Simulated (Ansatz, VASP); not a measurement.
**Ni in VASP and in Ansatz**

```
Ni
1.0
    -1.45422    1.45422    1.23609
     1.45422   -1.45422    1.23609
     1.45422    1.45422   -1.23609
Ni
1
Cartesian
  0.0000 0.0000 0.0000
```

Alike in both runs: task single point; functional PBEsol; k mesh 34 × 34 × 34; occupations gaussian, width 0.15 eV; collinear spin.

|  | VASP | Ansatz |
| --- | --- | --- |
| version | VASP 6.6.1 | Ansatz 0.2.0 |
| potentials or method | VASP PAW PBE potentials, release 64 (Ni), cutoff 520 eV | scalar-relativistic, plane waves, PAW |
| valence electrons in the cell | 10 | 18 |

Ansatz gave:

- gap on the k mesh at the Fermi level (eV): none
- pressure (GPa): 1.0
- traceless stress, the component that is largest in VASP (GPa): 1.74
- net moment per atom (μB): 0.58
- size of the moment on the site where the two differ most (μB): 0.61

Which values does VASP return?

gap on the k mesh at the Fermi level (eV): none; pressure (GPa): 0.8; traceless stress, the component that is largest in VASP (GPa): 1.90; net moment per atom (μB): 0.57; size of the moment on the site where the two differ most (μB): 0.58.

VASP's potentials were made for PBE, not for PBEsol. Site moments also hang on the region over which each program counts them. A gap of «none» marks a metal or a gap that the smearing closes. VASP's potentials hold 10 valence electrons a cell and Ansatz's 18, so a difference there can come from the potentials and not from the codes.
